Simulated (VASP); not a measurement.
# Au in VASP: relaxation of the atoms with PBE

Aim: the relaxation of the atoms of Au with PBE.

All numbers are computed with VASP 6.6.1; they aren't measurements. Logs are shortened: lines on timing, memory, paths and dates and some standing lists are left out, and cuts for length are marked.

## Step 1: The cell of the first run

The cell holds a slab with vacuum, 3 atoms: a = 2.940 Å, b = 4.158 Å, c = 18.940 Å, α = 90.00°, β = 90.00°, γ = 90.00°.

## Step 2: Relaxation of the atoms, PBE

INCAR reads:

```
PREC = Accurate ; ENCUT = 450
EDIFF = 1E-7 ; ISMEAR = -1
SIGMA = 0.05 ; LREAL = F
LASPH = T ; NELM = 120
ALGO = Normal ; ISIF = 2
LWAVE = F ; LCHARG = F
LDIPOL = T ; IDIPOL = 3
DIPOL = 0.5 0.5 0.500 ; GGA = PE
IBRION = 2 ; NSW = 32
EDIFFG = -0.01 ; GGA_COMPAT = F
NELMIN = 4 ; NELMDL = -8
```

KPOINTS reads:

```
Automatic mesh
0
Gamma
  12 9 1
```

POSCAR reads:

```
Au
1.0
    2.9400990585      0.0000000000      0.0000000000
    0.0000000000      4.1579279633      0.0000000000
    0.0000000000      0.0000000000     18.9401000000
Au
3
Direct
    0.0000000000      0.0000000000      0.4253723590
    0.5000000000      0.5000000000      0.5000000020
    0.0000000000      0.0000000000      0.5746276389
```

Potentials or basis: VASP PAW PBE potentials, release 64 (Au).

Run with:

```bash
> cat potpaw_PBE.64/Au/POTCAR > POTCAR
> mpirun -np 1 vasp_std > vasp.out
```

OUTCAR:

```text
PREC = Accurate
   ENCUT = 450
   EDIFF = 1E-7
   ISMEAR = -1
   LREAL = F
   LASPH = T
   NELM = 120
   ISIF = 2
   GGA = PE
   IBRION = 2
   NSW = 32
   EDIFFG = -0.01
   NELMIN = 4
   NELMDL = -8

 ion  position               nearest neighbor table
   1  0.000  0.000  0.425-   3 2.83   2 2.91   2 2.91   2 2.91   2 2.91
   2  0.500  0.500  0.500-   3 2.91   3 2.91   3 2.91   3 2.91   1 2.91   1 2.91   1 2.91   1 2.91

   3  0.000  0.000  0.575-   1 2.83   2 2.91   2 2.91   2 2.91   2 2.91

  LATTYP: Found a simple orthorhombic cell.
 ALAT       =     2.9400990585
 B/A-ratio  =     1.4142135624
 C/A-ratio  =     6.4419938319

  Lattice vectors:

 A1 = (   2.9400990585,   0.0000000000,   0.0000000000)
 A2 = (   0.0000000000,   4.1579279633,   0.0000000000)
 A3 = (   0.0000000000,   0.0000000000,  18.9401000000)

Analysis of symmetry for initial positions (statically):
=====================================================================
 Subroutine PRICEL returns:
 Original cell was already a primitive cell.

 Routine SETGRP: Setting up the symmetry group for a
 simple orthorhombic supercell.

 Subroutine GETGRP returns: Found  8 space group operations
 (whereof  8 operations were pure point group operations)
 out of a pool of  8 trial point group operations.

The static configuration has the point symmetry D_2h.

Analysis of symmetry for dynamics (positions and initial velocities):
=====================================================================
 Subroutine PRICEL returns:
 Original cell was already a primitive cell.

 Routine SETGRP: Setting up the symmetry group for a
 simple orthorhombic supercell.

 Subroutine GETGRP returns: Found  8 space group operations
 (whereof  8 operations were pure point group operations)
 out of a pool of  8 trial point group operations.

The dynamic configuration has the point symmetry D_2h.

 Subroutine INISYM returns: Found  8 space group operations
 (whereof  8 operations are pure point group operations),
 and found     1 'primitive' translations

----------------------------------------------------------------------------------------

                                     Primitive cell

  volume of cell :     231.5374

  direct lattice vectors                    reciprocal lattice vectors
     2.940099058  0.000000000  0.000000000     0.340124594  0.000000000  0.000000000
     0.000000000  4.157927963  0.000000000     0.000000000  0.240504407  0.000000000
     0.000000000  0.000000000 18.940100000     0.000000000  0.000000000  0.052798032

  length of vectors
     2.940099058  4.157927963 18.940100000     0.340124594  0.240504407  0.052798032

  position of ions in fractional coordinates (direct lattice)
     0.000000000  0.000000000  0.425372359
     0.500000000  0.500000000  0.500000002
     0.000000000  0.000000000  0.574627639

  ion indices of the primitive-cell ions
   primitive index   ion index
                 1           1
                 2           2
                 3           3

----------------------------------------------------------------------------------------

 KPOINTS: Automatic mesh

Automatic generation of k-mesh.
 Grid dimensions read from file:
 generate k-points for:   12    9    1

 Generating k-lattice:

  Cartesian coordinates                     Fractional coordinates (reciprocal lattice)
     0.028343716  0.000000000  0.000000000     0.083333333  0.000000000  0.000000000
     0.000000000  0.026722712  0.000000000     0.000000000  0.111111111  0.000000000
     0.000000000  0.000000000  0.052798032     0.000000000  0.000000000  1.000000000

  Length of vectors
     0.028343716  0.026722712  0.052798032

  Shift w.r.t. Gamma in fractional coordinates (k-lattice)
     0.000000000  0.000000000  0.000000000

 Subroutine IBZKPT returns following result:
 ===========================================

 Found     35 irreducible k-points:

 Following reciprocal coordinates:
            Coordinates               Weight
  0.000000  0.000000  0.000000      1.000000
  0.083333  0.000000  0.000000      2.000000
  0.166667  0.000000  0.000000      2.000000
  0.250000  0.000000  0.000000      2.000000
  0.333333  0.000000  0.000000      2.000000
  0.416667  0.000000  0.000000      2.000000
[... 16 lines left out ...]
  0.083333  0.333333  0.000000      4.000000
  0.166667  0.333333  0.000000      4.000000
 [... further k-points ...]
   k-points           NKPTS =     35   k-points in BZ     NKDIM =     35   number of bands    NBANDS=     20
   number of dos      NEDOS =    301   number of ions     NIONS =      3
   total plane-waves  NPLWV =  84000
   dimension x,y,z NGX =    20 NGY =   30 NGZ =  140
   dimension x,y,z NGXF=    40 NGYF=   60 NGZF=  280
   ions per type =               3
   NGX,Y,Z   is equivalent  to a cutoff of  11.31, 11.99, 12.29 a.u.
   NGXF,Y,Z  is equivalent  to a cutoff of  22.62, 23.99, 24.58 a.u.
 SYSTEM =  unknown system
   PREC   = accura    normal or accurate (medium, high low for compatibility)
   ISTART =      0    job   : 0-new  1-cont  2-samecut
   ICHARG =      2    charge: 1-file 2-atom 10-const
   ISPIN  =      1    spin polarized calculation?
   LNONCOLLINEAR =      F non collinear calculations
   LSORBIT =      F    spin-orbit coupling
   LASPH  =      T    aspherical Exc in radial PAW
   ENCUT  =  450.0 eV  33.07 Ry    5.75 a.u.   5.09  7.19 32.76*2*pi/ulx,y,z
   NELM   =    120;   NELMIN=  4; NELMDL= -8     # of ELM steps
   EDIFF  = 0.1E-06   stopping-criterion for ELM
   LREAL  =      F    real-space projection
   EDIFFG = -.1E-01   stopping-criterion for IOM
   NSW    =     32    number of steps for IOM
   IBRION =      2    ionic relax: 0-MD 1-quasi-New 2-CG
   NFREE  =      1    steps in history (QN), initial steepest desc. (CG)
   ISIF   =      2    stress and relaxation
   ISYM   =      2    0-nonsym 1-usesym 2-fastsym
   POTIM  = 0.5000    time-step for ionic-motion
   TEBEG  =    0.0;   TEEND  =   0.0 temperature during run
   PSTRESS=    0.0 pullay stress
   NELECT =      33.0000    total number of electrons
   NUPDOWN=      -1.0000    fix difference up-down
   EMIN   =  10.00;   EMAX   =-10.00  energy-range for DOS
   EFERMI =   0.00;   METHOD = LEGACY
   ISMEAR =    -1;   SIGMA  =   0.05  broadening in eV -4-tet -1-fermi 0-gaus
   EFERMI_NEDOS =   21; number of points for ismear=-14 and -15
   IALGO  =     38    algorithm
   IMIX   =      4    mixing-type and parameters
     AMIX     =   0.40;   BMIX     =  1.00
     AMIX_MAG =   1.60;   BMIX_MAG =  1.00
  volume/ion in A,a.u.               =      77.18       520.83
  Fermi-wavevector in a.u.,A,eV,Ry     =   0.855144  1.615987  9.949542  0.731271
  Thomas-Fermi vector in A             =   1.971848
   LORBIT       =      0    0 simple, 1 ext, 2 COOP (PROOUT), +10 PAW based schemes
   GGA     = PE    functional components
   LHFCALC =     F    Hartree Fock is set to
   AEXX    =    0.0000 exact exchange contribution
   IVDW    =     0    specifies the selected vdW correction
   LEPSILON=     F    determine dielectric tensor
   LRPA    =     F    only Hartree local field effects (RPA)
 conjugate gradient relaxation of ions
 non-spin polarized calculation
  energy-cutoff  :      450.00
  volume of cell :      231.54
 maximum number of plane-waves:      5074
   NGX = 11   NGY = 15   NGZ = 65

 dipolmoment           0.000000      0.000000     -0.000000 electrons x Angstroem

 number of electron      33.0000003 magnetization

 dipolmoment           0.000000      0.000000      0.000000 electrons x Angstroem

 Free energy of the ion-electron system (eV)
  ---------------------------------------------------
  ext. energy  EPLUGINS =         0.00000000
  ---------------------------------------------------
  free energy    TOTEN  =        -8.22840832 eV

  energy without entropy =       -8.22025560  energy(sigma->0) =       -8.22433196

 E-fermi :  -2.0335     XC(G=0):  -3.8107

 val. band max:       -2.0791835080   @ k =   0.0000   0.4444   0.0000
 cond. band min:      -1.8862068792   @ k =   0.3333   0.1111   0.0000
 fundamental gap:      0.1929766288
 Fermi energy:        -2.0335289065

 k-point     1 :       0.0000    0.0000    0.0000
  band No.  band energies     occupation
      1      -9.5497      2.00000
      2      -7.6665      2.00000
      3      -6.9084      2.00000
      4      -6.7560      2.00000
      5      -6.1237      2.00000
      6      -5.7665      2.00000
[... 12 lines left out ...]
     19       1.6341      0.00000
     20       2.5445      0.00000

 k-point     2 :       0.0833    0.0000    0.0000
  band No.  band energies     occupation
      1      -9.4000      2.00000
      2      -7.5354      2.00000
      3      -6.7246      2.00000
      4      -6.7061      2.00000
      5      -6.1757      2.00000
      6      -6.0885      2.00000
[... 12 lines left out ...]
     19       1.9728      0.00000
     20       2.6740      0.00000

 k-point     3 :       0.1667    0.0000    0.0000
  band No.  band energies     occupation
      1      -8.9830      2.00000
      2      -7.1930      2.00000
      3      -6.5443      2.00000
      4      -6.4932      2.00000
      5      -6.3377      2.00000
      6      -6.3325      2.00000
[... 12 lines left out ...]
     19       2.8601      0.00000
     20       3.0506      0.00000

 k-point     4 :       0.2500    0.0000    0.0000
  band No.  band energies     occupation
      1      -8.4170      2.00000
      2      -6.8753      2.00000
      3      -6.7959      2.00000
      4      -6.5768      2.00000
      5      -6.5628      2.00000
      6      -6.2502      2.00000
[... 429 lines left out ...]
 k-point    23 :       0.0833    0.3333    0.0000
  band No.  band energies     occupation
      1      -8.5504      2.00000
      2      -7.4153      2.00000
      3      -7.3472      2.00000
      4      -6.3842      2.00000
      5      -6.1927      2.00000
      6      -5.7703      2.00000
[... 12 lines left out ...]
     19       0.5629      0.00000
     20       0.9880      0.00000

 k-point    24 :       0.1667    0.3333    0.0000
  band No.  band energies     occupation
      1      -8.1567      2.00000
      2      -7.0541      2.00000
      3      -7.0024      2.00000
      4      -6.5558      2.00000
      5      -6.1596      2.00000
      6      -5.7935      2.00000
[... 12 lines left out ...]
     19       1.2139      0.00000
     20       1.5762      0.00000

 [... further k-points ...]

------------------------ aborting loop because EDIFF is reached ----------------------------------------

 vacuum level on the upper side and lower side of the slab       (xc-potential included)        -0.008        -0.008

  FORCE on cell =-STRESS in cart. coord.  units (eV):
  Direction    XX          YY          ZZ          XY          YZ          ZX
  --------------------------------------------------------------------------------------
  -------------------------------------------------------------------------------------
  Total       -4.0792565     -1.8159514     -0.0132007      0.0000000      0.0000000      0.0000000
  in kB      -28.2273694    -12.5659006     -0.0913456      0.0000000      0.0000000      0.0000000
  external PRESSURE =     -13.6282052 kB  Pullay stress =       0.0000000 kB

 VOLUME and BASIS-vectors are now :
 -----------------------------------------------------------------------------
  energy-cutoff  :      450.00
  volume of cell :      231.54
      direct lattice vectors                 reciprocal lattice vectors
     2.940099058  0.000000000  0.000000000     0.340124594  0.000000000  0.000000000
     0.000000000  4.157927963  0.000000000     0.000000000  0.240504407  0.000000000
     0.000000000  0.000000000 18.940100000     0.000000000  0.000000000  0.052798032

 POSITION                                       TOTAL-FORCE (eV/Angst)
 -----------------------------------------------------------------------------------
      0.00000      0.00000      8.05660         0.000000      0.000000      0.002598
      1.47005      2.07896      9.47005         0.000000      0.000000      0.000000
      0.00000      0.00000     10.88350         0.000000      0.000000     -0.002598
 -----------------------------------------------------------------------------------
    total drift:                                0.000000     -0.000000     -0.000006

  FREE ENERGIE OF THE ION-ELECTRON SYSTEM (eV)
  ---------------------------------------------------
  free  energy   TOTEN  =        -8.2284083237 eV

  energy  without entropy=       -8.2202555970  energy(sigma->0) =       -8.22433196

 reached required accuracy - stopping structural energy minimisation

 vacuum level on the upper side and lower side of the slab         3.119         3.119
```

Run time: 1.8 min. Hardware: 1 thread of Intel Xeon Platinum 8488C (Sapphire Rapids), shared host; peak memory 0.32 GiB.

Results:

```
Free energy            : -8.2284 eV
Band gap on the k mesh : zero (an odd number of electrons rules out a gap without spin polarisation)
```

Forces on the atoms (eV/Å):
```
Au   0.000  0.000  0.003
Au   0.000  0.000  0.000
Au   0.000  0.000 -0.003
```

Final structure:
```xyz
3
Lattice="2.9401 0.0000 0.0000 0.0000 4.1579 0.0000 0.0000 0.0000 18.9401" Properties=species:S:1:pos:R:3 pbc="T T T"
Au    0.0000    0.0000    8.0566
Au    1.4701    2.0790    9.4701
Au    0.0000    0.0000   10.8835
```

Caveat: the relaxation stopped at its first step, so nothing moved; spin-orbit coupling is left out, which moves the levels of the heavy elements.

The gap in the log of VASP goes by the Fermi energy; the results here count the filled bands.